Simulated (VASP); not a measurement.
CaZnC2N2, 6 atoms in the cell. It takes space group R-3m (No. 166, trigonal). The conventional cell has a = 3.563 Å, b = 3.563 Å, c = 27.705 Å, α = 90.00°, β = 90.00°, γ = 120.00°. Within 3.6 Å of Ca (site symmetry -3m) lie 6 C at 2.60 Å and 6 N at 3.46 Å and 6 Ca at 3.56 Å. Within 2.4 Å of Zn (site symmetry -3m) lie 2 N at 1.84 Å. Within 1.6 Å of C (site symmetry 3m) lie 1 N at 1.19 Å. Within 1.6 Å of N (site symmetry 3m) lie 1 C at 1.19 Å. 

```yaml
Program: VASP 6.6.1
Task: single point
Functional: PBE
Potentials_or_basis: VASP PAW PBE potentials, release 64 (Ca_sv, Zn, C, N)
Cutoff: 520 eV
k_mesh: 6 × 6 × 6
Occupations: gaussian, width 0.1 eV
Spin: collinear spin, ferromagnetic start
Starting_moments: "[0.0, 0.0, 1.0, 1.0, 1.0, 1.0] μB"
Dipole_correction: no
Further_INCAR_settings: ALGO = Normal; EDIFF = 1e-06; NBANDS = 33
```

Potentials or basis: VASP PAW PBE potentials, release 64 (Ca_sv, Zn, C, N).

The run is started by

```sh
$ cat potpaw_PBE.64/Ca_sv/POTCAR potpaw_PBE.64/Zn/POTCAR potpaw_PBE.64/C/POTCAR potpaw_PBE.64/N/POTCAR > POTCAR
$ mpirun -np 1 vasp_std > vasp.out
```

Hardware: 1 thread of AMD EPYC 9R45 96-Core Processor (Zen 5), with other jobs on the host.

Q: Estimate the wall time of this run.

A: Run time: 18 min on 1 thread of AMD EPYC 9R45 96-Core Processor (Zen 5) (shared host), peak memory 0.99 GiB. Counts: scf iterations 19, k points 32.
